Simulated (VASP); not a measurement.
# WSe2 in VASP: single point with PBE+D3(BJ)

Aim: the single point of WSe2 with PBE+D3(BJ).

Program: VASP 6.6.1. These are calculated values, not measurements. Logs are shortened: lines on timing, memory, paths and dates and some standing lists are left out, and cuts for length are marked.

## (1) The cell of the first run

The cell holds a slab with vacuum, 12 atoms: a = 3.279 Å, b = 3.279 Å, c = 71.103 Å, α = 90.00°, β = 90.00°, γ = 120.00°.

## (2) Single point, PBE+D3(BJ) (atoms taken out)

INCAR reads:

```
PREC = Accurate ; ENCUT = 400
EDIFF = 1E-6 ; ISMEAR = 0
SIGMA = 0.1 ; LREAL = False
LASPH = True ; NELM = 120
ALGO = Normal ; ISIF = 2
LWAVE = False ; LCHARG = True
LDIPOL = True ; IDIPOL = 3
DIPOL = 0.5 0.5 0.500 ; GGA = PE
IVDW = 12 ; LELF = True
LVHAR = True ; LVACPOTAV = True
NBANDS = 64 ; GGA_COMPAT = False
NELMDL = -8
```

KPOINTS reads:

```
Automatic mesh
0
Gamma
  6 6 1
```

POSCAR reads:

```
WSe2
1.0
    3.2790157165      0.0000000000      0.0000000000
   -1.6395078583      2.8397109099      0.0000000000
    0.0000000000      0.0000000000     71.1030913545
Se W
8 4
Direct
    0.3333333333      0.6666666667      0.3414165598
    0.3333333333      0.6666666667      0.3887954781
    0.6666666667      0.3333333333      0.4313458805
    0.6666666667      0.3333333333      0.4787247988
    0.3333333333      0.6666666667      0.5212752012
    0.3333333333      0.6666666667      0.5686541195
    0.6666666667      0.3333333333      0.6112045219
    0.6666666667      0.3333333333      0.6585834402
    0.6666666667      0.3333333333      0.3651060189
    0.3333333333      0.6666666667      0.4550353396
    0.6666666667      0.3333333333      0.5449646604
    0.3333333333      0.6666666667      0.6348939811
```

Potentials or basis: VASP PAW PBE potentials, release 64 (Se, W_sv).

Command:

```console
cat potpaw_PBE.64/Se/POTCAR potpaw_PBE.64/W_sv/POTCAR > POTCAR
mpirun -np 1 vasp_std > vasp.out
```

OUTCAR:

```text
PREC = Accurate
   ENCUT = 400
   EDIFF = 1E-6
   ISMEAR = 0
   LREAL = False
   LASPH = True
   NELM = 120
   ISIF = 2
   GGA = PE
   IVDW = 12
   NELMDL = -8
 IVDW          = 12

 ion  position               nearest neighbor table
   1  0.333  0.667  0.341-   9 2.53   9 2.53   9 2.53
   2  0.333  0.667  0.389-   9 2.53   9 2.53   9 2.53
   3  0.667  0.333  0.431-  10 2.53  10 2.53  10 2.53
   4  0.667  0.333  0.479-  10 2.53  10 2.53  10 2.53
   5  0.333  0.667  0.521-  11 2.53  11 2.53  11 2.53
   6  0.333  0.667  0.569-  11 2.53  11 2.53  11 2.53
   7  0.667  0.333  0.611-  12 2.53  12 2.53  12 2.53
   8  0.667  0.333  0.659-  12 2.53  12 2.53  12 2.53
   9  0.667  0.333  0.365-   1 2.53   1 2.53   1 2.53   2 2.53   2 2.53   2 2.53
  10  0.333  0.667  0.455-   3 2.53   3 2.53   3 2.53   4 2.53   4 2.53   4 2.53
  11  0.667  0.333  0.545-   6 2.53   6 2.53   6 2.53   5 2.53   5 2.53   5 2.53
  12  0.333  0.667  0.635-   8 2.53   8 2.53   8 2.53   7 2.53   7 2.53   7 2.53

  LATTYP: Found a hexagonal cell.
 ALAT       =     3.2790157165
 C/A-ratio  =    21.6842789123

  Lattice vectors:

 A1 = (   3.2790157165,   0.0000000000,   0.0000000000)
 A2 = (  -1.6395078583,   2.8397109099,   0.0000000000)
 A3 = (   0.0000000000,   0.0000000000,  71.1030913545)

Analysis of symmetry for initial positions (statically):
=====================================================================
 Subroutine PRICEL returns:
 Original cell was already a primitive cell.

 Routine SETGRP: Setting up the symmetry group for a
 hexagonal supercell.

 Subroutine GETGRP returns: Found 12 space group operations
 (whereof 12 operations were pure point group operations)
 out of a pool of 24 trial point group operations.

The static configuration has the point symmetry D_3d.

Analysis of symmetry for dynamics (positions and initial velocities):
=====================================================================
 Subroutine PRICEL returns:
 Original cell was already a primitive cell.

 Routine SETGRP: Setting up the symmetry group for a
 hexagonal supercell.

 Subroutine GETGRP returns: Found 12 space group operations
 (whereof 12 operations were pure point group operations)
 out of a pool of 24 trial point group operations.

The dynamic configuration has the point symmetry D_3d.

 Subroutine INISYM returns: Found 12 space group operations
 (whereof 12 operations are pure point group operations),
 and found     1 'primitive' translations

----------------------------------------------------------------------------------------

                                     Primitive cell

  volume of cell :     662.0734

  direct lattice vectors                    reciprocal lattice vectors
     3.279015717  0.000000000  0.000000000     0.304969566  0.176074261  0.000000000
    -1.639507858  2.839710910  0.000000000     0.000000000  0.352148522  0.000000000
     0.000000000  0.000000000 71.103091354     0.000000000  0.000000000  0.014064086

  length of vectors
     3.279015717  3.279015717 71.103091354     0.352148522  0.352148522  0.014064086

  position of ions in fractional coordinates (direct lattice)
     0.333333333  0.666666667  0.341416560
     0.333333333  0.666666667  0.388795478
     0.666666667  0.333333333  0.431345880
     0.666666667  0.333333333  0.478724799
     0.333333333  0.666666667  0.521275201
     0.333333333  0.666666667  0.568654120
     0.666666667  0.333333333  0.611204522
     0.666666667  0.333333333  0.658583440
     0.666666667  0.333333333  0.365106019
     0.333333333  0.666666667  0.455035340
     0.666666667  0.333333333  0.544964660
     0.333333333  0.666666667  0.634893981

  ion indices of the primitive-cell ions
   primitive index   ion index
                 1           1
                 2           2
                 3           3
                 4           4
                 5           5
                 6           6
                 7           7
                 8           8
                 9           9
                10          10
                11          11
                12          12

----------------------------------------------------------------------------------------

 KPOINTS: Automatic mesh

Automatic generation of k-mesh.
 Grid dimensions read from file:
 generate k-points for:    6    6    1

 Generating k-lattice:

  Cartesian coordinates                     Fractional coordinates (reciprocal lattice)
     0.050828261  0.029345710  0.000000000     0.166666667 -0.000000000  0.000000000
     0.000000000  0.058691420  0.000000000     0.000000000  0.166666667  0.000000000
     0.000000000  0.000000000  0.014064086     0.000000000  0.000000000  1.000000000

  Length of vectors
     0.058691420  0.058691420  0.014064086

  Shift w.r.t. Gamma in fractional coordinates (k-lattice)
     0.000000000  0.000000000  0.000000000

 Subroutine IBZKPT returns following result:
 ===========================================

 Found      7 irreducible k-points:

 Following reciprocal coordinates:
            Coordinates               Weight
  0.000000  0.000000  0.000000      1.000000
  0.166667  0.000000  0.000000      6.000000
  0.333333 -0.000000  0.000000      6.000000
  0.500000  0.000000  0.000000      3.000000
  0.166667  0.166667  0.000000      6.000000
  0.333333  0.166667  0.000000     12.000000
  0.333333  0.333333  0.000000      2.000000
   k-points           NKPTS =      7   k-points in BZ     NKDIM =      7   number of bands    NBANDS=     64
   number of dos      NEDOS =    301   number of ions     NIONS =     12
   total plane-waves  NPLWV = 276480
   dimension x,y,z NGX =    24 NGY =   24 NGZ =  480
   dimension x,y,z NGXF=    48 NGYF=   48 NGZF=  960
   ions per type =               8   4
   NGX,Y,Z   is equivalent  to a cutoff of  12.17, 12.17, 11.22 a.u.
   NGXF,Y,Z  is equivalent  to a cutoff of  24.34, 24.34, 22.45 a.u.
 SYSTEM =  unknown system
   PREC   = accura    normal or accurate (medium, high low for compatibility)
   ISTART =      0    job   : 0-new  1-cont  2-samecut
   ICHARG =      2    charge: 1-file 2-atom 10-const
   ISPIN  =      1    spin polarized calculation?
   LNONCOLLINEAR =      F non collinear calculations
   LSORBIT =      F    spin-orbit coupling
   LASPH  =      T    aspherical Exc in radial PAW
   ENCUT  =  400.0 eV  29.40 Ry    5.42 a.u.   5.35  5.35115.95*2*pi/ulx,y,z
   NELM   =    120;   NELMIN=  2; NELMDL= -8     # of ELM steps
   EDIFF  = 0.1E-05   stopping-criterion for ELM
   LREAL  =      F    real-space projection
   EDIFFG = 0.1E-04   stopping-criterion for IOM
   NSW    =      0    number of steps for IOM
   IBRION =     -1    ionic relax: 0-MD 1-quasi-New 2-CG
   NFREE  =      0    steps in history (QN), initial steepest desc. (CG)
   ISIF   =      2    stress and relaxation
   ISYM   =      2    0-nonsym 1-usesym 2-fastsym
   POTIM  = 0.5000    time-step for ionic-motion
   TEBEG  =    0.0;   TEEND  =   0.0 temperature during run
   PSTRESS=    0.0 pullay stress
   NELECT =     104.0000    total number of electrons
   NUPDOWN=      -1.0000    fix difference up-down
   EMIN   =  10.00;   EMAX   =-10.00  energy-range for DOS
   EFERMI =   0.00;   METHOD = LEGACY
   ISMEAR =     0;   SIGMA  =   0.10  broadening in eV -4-tet -1-fermi 0-gaus
   EFERMI_NEDOS =   21; number of points for ismear=-14 and -15
   IALGO  =     38    algorithm
   IMIX   =      4    mixing-type and parameters
     AMIX     =   0.40;   BMIX     =  1.00
     AMIX_MAG =   1.60;   BMIX_MAG =  1.00
  volume/ion in A,a.u.               =      55.17       372.32
  Fermi-wavevector in a.u.,A,eV,Ry     =   0.883318  1.669230 10.615963  0.780251
  Thomas-Fermi vector in A             =   2.004068
   LORBIT       =      0    0 simple, 1 ext, 2 COOP (PROOUT), +10 PAW based schemes
   GGA     = PE    functional components
   LHFCALC =     F    Hartree Fock is set to
   AEXX    =    0.0000 exact exchange contribution
   IVDW    =    12    specifies the selected vdW correction
   LEPSILON=     F    determine dielectric tensor
   LRPA    =     F    only Hartree local field effects (RPA)
 non-spin polarized calculation
 Gauss-broadening in eV      SIGMA  =   0.10
  energy-cutoff  :      400.00
  volume of cell :      662.07
 maximum number of plane-waves:     12195
 NGX is ok and might be reduce to    24
   NGX = 11   NGY = 11   NGZ =231

 number of electron     103.9999990 magnetization

 dipolmoment           0.000000      0.000000     -0.000000 electrons x Angstroem

 Free energy of the ion-electron system (eV)
  ---------------------------------------------------
  ext. energy  EPLUGINS =         0.00000000
  ---------------------------------------------------
  free energy    TOTEN  =       -86.21909146 eV

  energy without entropy =      -86.21909146  energy(sigma->0) =      -86.21909146

 E-fermi :  -0.3104     XC(G=0):  -4.1025

 val. band max:       -0.7357142374   @ k =   0.0000   0.0000   0.0000
 cond. band min:       0.2818731855   @ k =   0.1667   0.1667   0.0000
 fundamental gap:      1.0175874229
 Fermi energy:        -0.3104208421

 k-point     1 :       0.0000    0.0000    0.0000
  band No.  band energies     occupation
      1     -75.0350      2.00000
      2     -75.0350      2.00000
      3     -75.0319      2.00000
      4     -75.0319      2.00000
      5     -39.2875      2.00000
      6     -39.2875      2.00000
[... 56 lines left out ...]
     63       2.1234      0.00000
     64       2.1461      0.00000

 k-point     2 :       0.1667    0.0000    0.0000
  band No.  band energies     occupation
      1     -75.0323      2.00000
      2     -75.0323      2.00000
      3     -75.0292      2.00000
      4     -75.0292      2.00000
      5     -39.2760      2.00000
      6     -39.2760      2.00000
[... 391 lines left out ...]
     63       2.4882      0.00000
     64       2.4882      0.00000

------------------------ aborting loop because EDIFF is reached ----------------------------------------

 vacuum level on the upper side and lower side of the slab       (xc-potential included)        -0.119        -0.119

 Edisp (eV)   -5.27591

 E8    (eV) :    -2.3899

  FORCE on cell =-STRESS in cart. coord.  units (eV):
  Direction    XX          YY          ZZ          XY          YZ          ZX
  --------------------------------------------------------------------------------------
  -------------------------------------------------------------------------------------
  Total       0.61443     0.61443     0.74879    -0.00000     0.00000    -0.00000
  in kB       1.48689     1.48689     1.81202    -0.00000     0.00000    -0.00000
  external pressure =        1.60 kB  Pullay stress =        0.00 kB

 VOLUME and BASIS-vectors are now :
 -----------------------------------------------------------------------------
  energy-cutoff  :      400.00
  volume of cell :      662.07
      direct lattice vectors                 reciprocal lattice vectors
     3.279015717  0.000000000  0.000000000     0.304969566  0.176074261  0.000000000
    -1.639507858  2.839710910  0.000000000     0.000000000  0.352148522  0.000000000
     0.000000000  0.000000000 71.103091354     0.000000000  0.000000000  0.014064086

 POSITION                                       TOTAL-FORCE (eV/Angst)
 -----------------------------------------------------------------------------------
     -0.00000      1.89314     24.27577        -0.000000      0.000000     -0.079806
     -0.00000      1.89314     27.64456         0.000000     -0.000000      0.068762
      1.63951      0.94657     30.67003        -0.000000      0.000000     -0.046942
      1.63951      0.94657     34.03881         0.000000      0.000000      0.048616
     -0.00000      1.89314     37.06428        -0.000000     -0.000000     -0.048616
     -0.00000      1.89314     40.43307         0.000000     -0.000000      0.046942
      1.63951      0.94657     43.45853         0.000000      0.000000     -0.068762
      1.63951      0.94657     46.82732         0.000000      0.000000      0.079806
      1.63951      0.94657     25.96017         0.000000     -0.000000      0.008560
     -0.00000      1.89314     32.35442        -0.000000      0.000000      0.000411
      1.63951      0.94657     38.74867         0.000000     -0.000000     -0.000411
     -0.00000      1.89314     45.14292        -0.000000      0.000000     -0.008560
 -----------------------------------------------------------------------------------
    total drift:                                0.000000      0.000000      0.000000

  FREE ENERGIE OF THE ION-ELECTRON SYSTEM (eV)
  ---------------------------------------------------
  free  energy   TOTEN  =       -91.4950045133 eV

  energy  without entropy=      -91.4950045133  energy(sigma->0) =      -91.49500451

 vacuum level on the upper side and lower side of the slab         4.053         4.053
```

It took 13 min on 1 thread of AMD EPYC 7R43 (Zen 3), shared host; peak memory 0.59 GiB.

What came out:

```yaml
Free_energy: -91.4950 eV
Largest_force: 0.080 eV/Å
Band_gap_on_the_k_mesh: 1.02 eV (least direct gap 1.59 eV)
Dispersion_energy_per_atom: -0.440 eV
Ionisation_potential_of_the_upper_face: 4.79 eV
```

Forces on the atoms (eV/Å):
```
Se   0.000  0.000 -0.080
Se   0.000  0.000  0.069
Se   0.000  0.000 -0.047
Se   0.000  0.000  0.049
Se   0.000  0.000 -0.049
Se   0.000  0.000  0.047
Se   0.000  0.000 -0.069
Se   0.000  0.000  0.080
W    0.000  0.000  0.009
W    0.000  0.000  0.000
W    0.000  0.000  0.000
W    0.000  0.000 -0.009
```

Caveat: the cell differs from its parent crystal (atoms taken out); spin-orbit coupling is left out, which moves the levels of the heavy elements.
